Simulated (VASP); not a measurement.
A run of VASP 6.6.1:

File INCAR:

```
  ALGO = Normal
  EDIFF = 1E-6
  ENCUT = 520
  GGA = PE
  ISIF = 2
  ISMEAR = 0
  LASPH = T
  LCHARG = F
  LREAL = F
  LWAVE = F
  NBANDS = 20
  NELM = 80
  PREC = Accurate
  SIGMA = 0.02
```

Contents of KPOINTS:

```
k-points
0
Gamma
  12 12 4
```

POSCAR

```
SnSe2
1.0
    3.8728219873      0.0000000000      0.0000000000
   -1.9364109936      3.3539622254      0.0000000000
    0.0000000000      0.0000000000      7.4030992228
Sn Se
1 2
Direct
    0.0000000000      0.0000000000      0.0000000000
    0.3333333333      0.6666666667      0.2153998145
    0.6666666667      0.3333333333      0.7846001855
```

Potentials or basis: VASP PAW PBE potentials, release 64 (Sn_d, Se).

Run with:

```sh
$ cat potpaw_PBE.64/Sn_d/POTCAR potpaw_PBE.64/Se/POTCAR > POTCAR
$ mpirun -np 1 vasp_std > vasp.out
```

Hardware: 1 thread of Intel(R) Xeon(R) 6975P-C (Granite Rapids), with other jobs on the host.

Question: Estimate the wall time of this run.

Answer: It took 46 s on 1 thread of Intel(R) Xeon(R) 6975P-C (Granite Rapids), with other jobs on the host, peak memory 0.29 GiB. Counts: scf iterations 12, k points 69.
